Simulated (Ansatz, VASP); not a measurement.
# One calculation of InSe, two programs

```
CELL_PARAMETERS angstrom
1.95917 1.13113 8.14689
-1.95917 1.13113 8.14689
0.00000 -2.26226 8.14689
ATOMIC_POSITIONS crystal
In 0.00000 0.00000 0.00000
In 0.11220 0.11220 0.11220
Se 0.61550 0.61550 0.61550
Se 0.83000 0.83000 0.83000
```

Change from the starting cell: volume scaled by 0.94, crystal datasets.

Alike in both runs: task electric field gradients; functional PBEsol; k mesh 7 × 7 × 7; occupations fermi-dirac, width 0.01 eV; no spin polarisation.

```csv
,VASP,Ansatz
version,VASP 6.6.1,Ansatz 0.2.0
potentials or method,"VASP PAW PBE potentials, release 64 (In_d, Se), cutoff 520 eV","all-electron PAW with datasets made for the crystal, scalar-relativistic"
```

```tsv
	VASP	Ansatz	Ansatz less VASP
gap on the k mesh at the Fermi level (eV)	0.81	0.83	+0.013
pressure (GPa)	4.1	4.0	-0.08
traceless stress, the component that is largest in VASP (GPa)	-0.59	-0.58	+0.015
rms of the force components (eV/Å)	0.277	0.265	-0.0128
size of Vzz on the site where it differs most (V/Å²)	62.9	66.4	+3.56
```

VASP's potentials were made for PBE, not for PBEsol. Atom by atom the forces differ by 0.013 eV/Å (rms over components). Ansatz ran all-electron here, and VASP with PAW potentials.
